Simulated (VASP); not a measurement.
# W (Fm-3m) in VASP: further runs

The runs below take W through single point, relaxation of cell and atoms, with BLYP+D4, PBE, revPBE+D3(BJ), revPBE+D4.

Everything below comes from runs of VASP 6.6.1. Logs are shortened: lines on timing, memory, paths and dates and some standing lists are left out, and cuts for length are marked.

### 1 The cell of the first run

Symmetry: Fm-3m, No. 225, cubic system. Conventional cell: a = 4.024 Å, b = 4.024 Å, c = 4.024 Å, α = 90.00°, β = 90.00°, γ = 90.00°. Within 3.7 Å of W (site symmetry m-3m) lie 12 W at 2.85 Å.

### 2 Single point, BLYP+D4

INCAR reads:

```
AGGAC = 1.0 ; AGGAX = 1.0
ALDAC = 0.0 ; ALDAX = 1.0
ALGO = Fast ; EDIFF = 1E-6
ENCUT = 520 ; GGA = B5
ISIF = 2 ; ISMEAR = -1
IVDW = 13 ; LASPH = T
LCHARG = T ; LELF = T
LREAL = F ; LVHAR = T
LWAVE = F ; NBANDS = 13
NELM = 100 ; PREC = Accurate
SIGMA = 0.05 ; VDW_A1 = 0.44488865
VDW_A2 = 4.0933009 ; VDW_S6 = 1.0
VDW_S8 = 2.34076671
```

KPOINTS reads:

```
k-points
0
Gamma
  11 11 11
```

POSCAR reads:

```
W
1.0
    0.0000000000      2.0119819875      2.0119819875
    2.0119819875      0.0000000000      2.0119819875
    2.0119819875      2.0119819875      0.0000000000
W
1
Direct
    0.0000000000      0.0000000000      0.0000000000
```

Potentials or basis: VASP PAW PBE potentials, release 64 (W_sv).

Command:

```bash
> cat potpaw_PBE.64/W_sv/POTCAR > POTCAR
> mpirun -np 1 vasp_std > vasp.out
```

OUTCAR:

```text
EDIFF = 1E-6
   ENCUT = 520
   GGA = B5
   ISIF = 2
   ISMEAR = -1
   IVDW = 13
   LASPH = T
   LREAL = F
   NELM = 100
   PREC = Accurate

 ion  position               nearest neighbor table
   1  0.000  0.000  0.000-

  LATTYP: Found a face centered cubic cell.
 ALAT       =     4.0239639750

  Lattice vectors:

 A1 = (   0.0000000000,   2.0119819875,   2.0119819875)
 A2 = (   2.0119819875,   0.0000000000,   2.0119819875)
 A3 = (   2.0119819875,   2.0119819875,   0.0000000000)

Analysis of symmetry for initial positions (statically):
=====================================================================
 Subroutine PRICEL returns:
 Original cell was already a primitive cell.

 Routine SETGRP: Setting up the symmetry group for a
 face centered cubic supercell.

 Subroutine GETGRP returns: Found 48 space group operations
 (whereof 48 operations were pure point group operations)
 out of a pool of 48 trial point group operations.

The static configuration has the point symmetry O_h .

Analysis of symmetry for dynamics (positions and initial velocities):
=====================================================================
 Subroutine PRICEL returns:
 Original cell was already a primitive cell.

 Routine SETGRP: Setting up the symmetry group for a
 face centered cubic supercell.

 Subroutine GETGRP returns: Found 48 space group operations
 (whereof 48 operations were pure point group operations)
 out of a pool of 48 trial point group operations.

The dynamic configuration has the point symmetry O_h .

 Subroutine INISYM returns: Found 48 space group operations
 (whereof 48 operations are pure point group operations),
 and found     1 'primitive' translations

----------------------------------------------------------------------------------------

                                     Primitive cell

  volume of cell :      16.2893

  direct lattice vectors                    reciprocal lattice vectors
     0.000000000  2.011981988  2.011981988    -0.248511171  0.248511171  0.248511171
     2.011981988  0.000000000  2.011981988     0.248511171 -0.248511171  0.248511171
     2.011981988  2.011981988  0.000000000     0.248511171  0.248511171 -0.248511171

  length of vectors
     2.845372214  2.845372214  2.845372214     0.430433975  0.430433975  0.430433975

  position of ions in fractional coordinates (direct lattice)
     0.000000000  0.000000000  0.000000000

  ion indices of the primitive-cell ions
   primitive index   ion index
                 1           1

----------------------------------------------------------------------------------------

 KPOINTS: k-points

Automatic generation of k-mesh.
 Grid dimensions read from file:
 generate k-points for:   11   11   11

 Generating k-lattice:

  Cartesian coordinates                     Fractional coordinates (reciprocal lattice)
    -0.022591925  0.022591925  0.022591925     0.090909091  0.000000000  0.000000000
     0.022591925 -0.022591925  0.022591925     0.000000000  0.090909091  0.000000000
     0.022591925  0.022591925 -0.022591925     0.000000000  0.000000000  0.090909091

  Length of vectors
     0.039130361  0.039130361  0.039130361

  Shift w.r.t. Gamma in fractional coordinates (k-lattice)
     0.000000000  0.000000000  0.000000000

 Subroutine IBZKPT returns following result:
 ===========================================

 Found     56 irreducible k-points:

 Following reciprocal coordinates:
            Coordinates               Weight
  0.000000  0.000000  0.000000      1.000000
  0.090909  0.000000  0.000000      8.000000
  0.181818  0.000000  0.000000      8.000000
  0.272727  0.000000  0.000000      8.000000
  0.363636  0.000000  0.000000      8.000000
  0.454545  0.000000  0.000000      8.000000
[... 16 lines left out ...]
 -0.272727  0.181818  0.000000     24.000000
 -0.181818  0.181818  0.000000     12.000000
 [... further k-points ...]
   k-points           NKPTS =     56   k-points in BZ     NKDIM =     56   number of bands    NBANDS=     13
   number of dos      NEDOS =    301   number of ions     NIONS =      1
   total plane-waves  NPLWV =  13824
   dimension x,y,z NGX =    24 NGY =   24 NGZ =   24
   dimension x,y,z NGXF=    48 NGYF=   48 NGZF=   48
   ions per type =               1
   NGX,Y,Z   is equivalent  to a cutoff of  14.02, 14.02, 14.02 a.u.
   NGXF,Y,Z  is equivalent  to a cutoff of  28.04, 28.04, 28.04 a.u.
 SYSTEM =  unknown system
   PREC   = accura    normal or accurate (medium, high low for compatibility)
   ISTART =      0    job   : 0-new  1-cont  2-samecut
   ICHARG =      2    charge: 1-file 2-atom 10-const
   ISPIN  =      1    spin polarized calculation?
   LNONCOLLINEAR =      F non collinear calculations
   LSORBIT =      F    spin-orbit coupling
   LASPH  =      T    aspherical Exc in radial PAW
   ENCUT  =  520.0 eV  38.22 Ry    6.18 a.u.   5.29  5.29  5.29*2*pi/ulx,y,z
   NELM   =    100;   NELMIN=  2; NELMDL= -5     # of ELM steps
   EDIFF  = 0.1E-05   stopping-criterion for ELM
   LREAL  =      F    real-space projection
   EDIFFG = 0.1E-04   stopping-criterion for IOM
   NSW    =      0    number of steps for IOM
   IBRION =     -1    ionic relax: 0-MD 1-quasi-New 2-CG
   NFREE  =      0    steps in history (QN), initial steepest desc. (CG)
   ISIF   =      2    stress and relaxation
   ISYM   =      2    0-nonsym 1-usesym 2-fastsym
   POTIM  = 0.5000    time-step for ionic-motion
   TEBEG  =    0.0;   TEEND  =   0.0 temperature during run
   PSTRESS=    0.0 pullay stress
   NELECT =      14.0000    total number of electrons
   NUPDOWN=      -1.0000    fix difference up-down
   EMIN   =  10.00;   EMAX   =-10.00  energy-range for DOS
   EFERMI =   0.00;   METHOD = LEGACY
   ISMEAR =    -1;   SIGMA  =   0.05  broadening in eV -4-tet -1-fermi 0-gaus
   EFERMI_NEDOS =   21; number of points for ismear=-14 and -15
   IALGO  =     68    algorithm
   IMIX   =      4    mixing-type and parameters
     AMIX     =   0.40;   BMIX     =  1.00
     AMIX_MAG =   1.60;   BMIX_MAG =  1.00
  volume/ion in A,a.u.               =      16.29       109.93
  Fermi-wavevector in a.u.,A,eV,Ry     =   1.556503  2.941365 32.962876  2.422703
  Thomas-Fermi vector in A             =   2.660290
   LORBIT       =      0    0 simple, 1 ext, 2 COOP (PROOUT), +10 PAW based schemes
   GGA     = B5    functional components
   LHFCALC =     F    Hartree Fock is set to
   AEXX    =    0.0000 exact exchange contribution
   IVDW    =    13    specifies the selected vdW correction
   LEPSILON=     F    determine dielectric tensor
   LRPA    =     F    only Hartree local field effects (RPA)
 non-spin polarized calculation
 RMM-DIIS sequential band-by-band and
  energy-cutoff  :      520.00
  volume of cell :       16.29
 maximum number of plane-waves:       448
 NGX is ok and might be reduce to    24
   NGX = 11   NGY = 11   NGZ = 11

 number of electron      14.0000001 magnetization

 Free energy of the ion-electron system (eV)
  ---------------------------------------------------
  ext. energy  EPLUGINS =         0.00000000
  ---------------------------------------------------
  free energy    TOTEN  =       -10.81144997 eV

  energy without entropy =      -10.80210679  energy(sigma->0) =      -10.80677838

 E-fermi :  11.0992     XC(G=0): -12.8293

 val. band max:       11.0397538332   @ k =  -0.2727   0.0909   0.0000
 cond. band min:      11.1025046611   @ k =   0.1818   0.0909   0.0000
 fundamental gap:      0.0627508279
 Fermi energy:        11.0992421095

 k-point     1 :       0.0000    0.0000    0.0000
  band No.  band energies     occupation
      1     -62.0898      2.00000
      2     -25.9772      2.00000
      3     -25.9772      2.00000
      4     -25.9772      2.00000
      5       2.3336      2.00000
      6      10.5149      1.99998
      7      10.5149      1.99998
      8      10.5149      1.99998
      9      13.6408      0.00000
     10      13.6408      0.00000
     11      24.1164      0.00000
     12      29.4003      0.00000
     13      29.4003      0.00000

 k-point     2 :       0.0909    0.0000    0.0000
  band No.  band energies     occupation
      1     -62.0808      2.00000
      2     -26.0787      2.00000
      3     -25.9902      2.00000
      4     -25.9902      2.00000
      5       2.6971      2.00000
      6      10.2552      2.00000
      7      10.6789      1.99955
      8      10.6789      1.99955
      9      13.5008      0.00000
     10      13.5008      0.00000
     11      24.8231      0.00000
     12      28.0789      0.00000
     13      30.0766      0.00000

 k-point     3 :       0.1818    0.0000    0.0000
  band No.  band energies     occupation
      1     -62.0567      2.00000
      2     -26.3449      2.00000
      3     -26.0249      2.00000
      4     -26.0249      2.00000
      5       3.6678      2.00000
      6       9.7559      2.00000
      7      10.9695      1.86098
      8      10.9695      1.86098
      9      13.3908      0.00000
     10      13.3908      0.00000
     11      25.5850      0.00000
     12      27.1356      0.00000
     13      31.9466      0.00000
[... 305 lines left out ...]
 k-point    23 :      -0.2727    0.1818    0.0000
  band No.  band energies     occupation
      1     -61.9871      2.00000
      2     -26.8444      2.00000
      3     -26.3664      2.00000
      4     -26.1106      2.00000
      5       6.5431      2.00000
      6       9.2483      2.00000
      7       9.7815      2.00000
      8      11.5825      0.00013
      9      13.3246      0.00000
     10      17.0842      0.00000
     11      24.2887      0.00000
     12      27.5755      0.00000
     13      29.1274      0.00000

 k-point    24 :      -0.1818    0.1818    0.0000
  band No.  band energies     occupation
      1     -62.0142      2.00000
      2     -26.6491      2.00000
      3     -26.2601      2.00000
      4     -26.0582      2.00000
      5       5.5160      2.00000
      6       9.0280      2.00000
      7      10.4748      1.99999
      8      12.0453      0.00000
      9      12.0957      0.00000
     10      15.6292      0.00000
     11      25.7052      0.00000
     12      29.1917      0.00000
     13      30.0641      0.00000

 [... further k-points ...]

------------------------ aborting loop because EDIFF is reached ----------------------------------------

  DFT-D4 for vdW energy calculation

  Edisp (eV):   -1.32100

  FORCE on cell =-STRESS in cart. coord.  units (eV):
  Direction    XX          YY          ZZ          XY          YZ          ZX
  --------------------------------------------------------------------------------------
  -------------------------------------------------------------------------------------
  Total       0.17339     0.17339     0.17339    -0.00000     0.00000    -0.00000
  in kB      17.05450    17.05450    17.05450    -0.00000     0.00000    -0.00000
  external pressure =       17.05 kB  Pullay stress =        0.00 kB

 VOLUME and BASIS-vectors are now :
 -----------------------------------------------------------------------------
  energy-cutoff  :      520.00
  volume of cell :       16.29
      direct lattice vectors                 reciprocal lattice vectors
     0.000000000  2.011981988  2.011981988    -0.248511171  0.248511171  0.248511171
     2.011981988  0.000000000  2.011981988     0.248511171 -0.248511171  0.248511171
     2.011981988  2.011981988  0.000000000     0.248511171  0.248511171 -0.248511171

 POSITION                                       TOTAL-FORCE (eV/Angst)
 -----------------------------------------------------------------------------------
      0.00000      0.00000      0.00000         0.000000      0.000000      0.000000
 -----------------------------------------------------------------------------------
    total drift:                                0.000000      0.000000      0.000000

  FREE ENERGIE OF THE ION-ELECTRON SYSTEM (eV)
  ---------------------------------------------------
  free  energy   TOTEN  =       -12.1324504376 eV

  energy  without entropy=      -12.1231072627  energy(sigma->0) =      -12.12777885
```

Run time: 11 s. Hardware: 1 thread of Intel Xeon 6975P-C (Granite Rapids), shared host; peak memory 0.14 GiB.

What came out:

```
Free energy                : -12.1325 eV
Pressure                   : 1.7 GPa
Band gap on the k mesh     : zero (band 7 reaches 14.10 eV, above the bottom of band 8 at 10.51 eV)
Dispersion energy per atom : -1.321 eV
```

Levels at points of the mesh, in eV from the Fermi level:
```
           k point  band 5  band 6  band 7  band 8  band 9  band 10
(0.00, 0.00, 0.00)   -8.77   -0.58   -0.58   -0.58    2.54     2.54
```

Caveat: the PAW data sets were made with another functional, which shifts forces and pressure a little; spin-orbit coupling is left out, which moves the levels of the heavy elements; pairwise dispersion overbinds metals, which lowers pressure and volume.

[end of part 1 of 3]
